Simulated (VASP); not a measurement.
The system is Cr.

```
CELL_PARAMETERS angstrom
2.71400 0.00000 0.00000
-1.35700 2.35039 0.00000
0.00000 0.00000 4.41000
ATOMIC_POSITIONS crystal
Cr 0.66667 0.33333 0.75000
Cr 0.33333 0.66667 0.25000
```

This isn't the form of Cr at room conditions, which is bcc.

Base run:

| Property | Result |
| --- | --- |
| Program | VASP 6.6.1 |
| Functional | PBEsol |
| Potentials or basis | VASP PAW PBE potentials, release 64 (Cr_pv) |
| Cutoff | 520 eV |
| k mesh | 9 × 9 × 5 |
| Occupations | fermi-dirac, width 0.05 eV |
| Spin | collinear spin, ferromagnetic start |
| Starting moments | [3.75, 3.75] μB |
| Fixed moment | 7.5 μB |

Its results: pressure 21.0 GPa; site moments Cr +3.38 μB.

After a change of settings the same cell gave: pressure -26.8 GPa; site moments Cr +1.39 μB. Which change was it?
A. fixed moment from 7.5 μB to 3 μB; moments at the start from [3.75, 3.75] to [1.5, 1.5]
B. fixed moment from 7.5 μB to 4.5 μB; moments at the start from [3.75, 3.75] to [2.25, 2.25]
C. fixed moment from 7.5 μB to 9 μB; moments at the start from [3.75, 3.75] to [4.5, 4.5]

A.

Caveats: the PAW data sets were made with another functional, which shifts forces and pressure a little; the total moment is fixed, so each spin has its own Fermi level and the state may be an excited one; the cell stands under pressure (at least some runs); the cell stands under tension (at least some runs).
